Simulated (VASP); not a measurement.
Mo, 1 atom in the cell. It takes space group I4/mmm (No. 139, tetragonal). Conventional cell: a = 3.168 Å, b = 3.168 Å, c = 3.105 Å, α = 90.00°, β = 90.00°, γ = 90.00°. Mo (site symmetry 4/mmm) has 14 Mo at 2.73 to 3.17 Å within 3.6 Å. 

```yaml
Program: VASP 6.6.1
Task: single point
Functional: r2SCAN
Potentials_or_basis: VASP PAW PBE potentials, release 64 (Mo_sv)
Cutoff: 520 eV
k_mesh: 15 × 15 × 15
Occupations: fermi-dirac, width 0.05 eV
Spin: no spin polarisation
Dipole_correction: no
Further_INCAR_settings: ALGO = Normal; EDIFF = 1e-07; NBANDS = 13
```

Potentials or basis: VASP PAW PBE potentials, release 64 (Mo_sv).

Command:

```sh
$ cat potpaw_PBE.64/Mo_sv/POTCAR > POTCAR
$ cp INCAR.step1 INCAR
$ mpirun -np 1 vasp_std > vasp.out
$ cp INCAR.step2 INCAR
$ mpirun -np 1 vasp_std > vasp.out
```

Hardware: 1 thread of Intel(R) Xeon(R) 6975P-C (Granite Rapids), with other jobs on the host.

**Question.** How long does it take, and how much memory?

**Answer.** Run time: 2.4 min on 1 thread of Intel(R) Xeon(R) 6975P-C (Granite Rapids), on a shared host, peak memory 0.17 GiB. Counts: k points 288.
